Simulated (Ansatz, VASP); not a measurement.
As: VASP beside Ansatz

```
As
1.0
     1.91081    1.10321    3.55410
    -1.91081    1.10321    3.55410
     0.00000   -2.20642    3.55410
As
2
Direct
  0.22637 0.22637 0.22637
  0.77363 0.77363 0.77363
```

Alike in both runs: functional PBE; k mesh 6 × 6 × 6; occupations gaussian, width 0.05 eV; no spin polarisation.

Ansatz relaxed the structure, and its values are those at the end. VASP's run is a single point on that final structure, the one shown.

|  | VASP | Ansatz |
| --- | --- | --- |
| version | VASP 6.6.1 | Ansatz 0.2.0 |
| potentials or method | VASP PAW PBE potentials, release 64 (As), cutoff 520 eV | scalar-relativistic, plane waves, PAW |
| valence electrons in the cell | 10 | 30 |

VASP gave:

* gap on the k mesh at the Fermi level (eV): none
* pressure (GPa): 0.3
* rms of the force components (eV/Å): 0.027

Question: Which values does Ansatz return?

Answer: gap on the k mesh at the Fermi level (eV): none; pressure (GPa): 0.0; rms of the force components (eV/Å): 0.000.

A gap of «none» marks a metal or a gap that the smearing closes. VASP's potentials hold 10 valence electrons a cell and Ansatz's 30, so a difference there can come from the potentials and not from the codes.
